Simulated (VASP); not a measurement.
## PbS: single point with PBE

Crystal: PbS.

```
CELL_PARAMETERS angstrom
0.00000 2.97485 2.97485
2.97485 0.00000 2.97485
2.97485 2.97485 0.00000
ATOMIC_POSITIONS crystal
Pb 0.50000 0.50000 0.50000
S 0.00000 0.00000 0.00000
```

```yaml
Program: VASP 6.6.1
Task: single point
Functional: PBE
Potentials_or_basis: VASP PAW PBE potentials, release 64 (Pb_d, S)
Cutoff: 520 eV
k_mesh: 10 × 10 × 10
Occupations: gaussian, width 0.05 eV
Spin: no spin polarisation
Dipole_correction: no
Further_INCAR_settings: ALGO = Normal; EDIFF = 1e-06; NBANDS = 17
```

```json
{"Pressure": "1.6 GPa", "Band gap on the k mesh": "0.40 eV, direct"}
```

Levels at points of the mesh, in eV from the valence-band top:
| k point | band 6 | band 7 | band 8 | band 9 | band 10 | band 11 | band 12 | band 13 | band 14 | band 15 |
| --- | --- | --- | --- | --- | --- | --- | --- | --- | --- | --- |
| (0.00, 0.00, 0.00) | -13.50 | -6.04 | -2.12 | -2.12 | -2.12 | 5.19 | 5.19 | 5.19 | 6.76 | 6.76 |
| (0.50, 0.00, 0.00) | -12.29 | -8.79 | -1.73 | -1.73 | 0.00 | 0.40 | 1.99 | 1.99 | 8.66 | 10.15 |
| (0.50, 0.50, 0.00) | -11.87 | -7.18 | -5.11 | -3.37 | -3.37 | 3.91 | 5.55 | 5.66 | 5.66 | 11.17 |

It took 25 s on 1 thread of Intel Xeon 6975P-C (shared host), peak memory 0.2 GiB.

Caveat: spin-orbit coupling is left out, which moves the levels of the heavy elements. A k mesh can miss the band edges.
